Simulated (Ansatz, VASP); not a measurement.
**AlGaN2 in VASP and in Ansatz**

```
Al Ga N
1.0
     3.11529    0.00000    0.00000
     0.00000    3.11529    0.00000
     0.00000    0.00000    4.16511
Al Ga N
1 1 2
Direct
  0.50000 0.50000 0.50000
  0.00000 0.00000 0.00000
  0.50000 0.00000 0.74005
  0.00000 0.50000 0.25995
```

Change from the starting cell: strain +0.000 along x and y, -0.050 along z, atoms carried along.

Alike in both runs: task single point; functional LDA; k mesh 8 × 8 × 6; occupations gaussian, width 0.05 eV; no spin polarisation.

|  | VASP | Ansatz |
| --- | --- | --- |
| version | VASP 6.6.1 | Ansatz 0.2.0 |
| potentials or method | VASP PAW LDA potentials, release 64 (Al, Ga_d, N), cutoff 520 eV | scalar-relativistic, plane waves, PAW |
| valence electrons in the cell | 26 | 26 |

```tsv
	VASP	Ansatz	Ansatz less VASP
gap on the k mesh at the Fermi level (eV)	3.42	3.44	+0.019
least direct gap on the mesh (eV)	3.42	3.44	+0.019
pressure (GPa)	12.5	11.4	-1.10
traceless stress, the component that is largest in VASP (GPa)	3.51	3.56	+0.045
rms of the force components (eV/Å)	0.062	0.050	-0.0119
```

LDA's correlation is that of Perdew and Zunger in VASP and of Perdew and Wang (1992) in Ansatz. Atom by atom the forces differ by 0.012 eV/Å (rms over components).
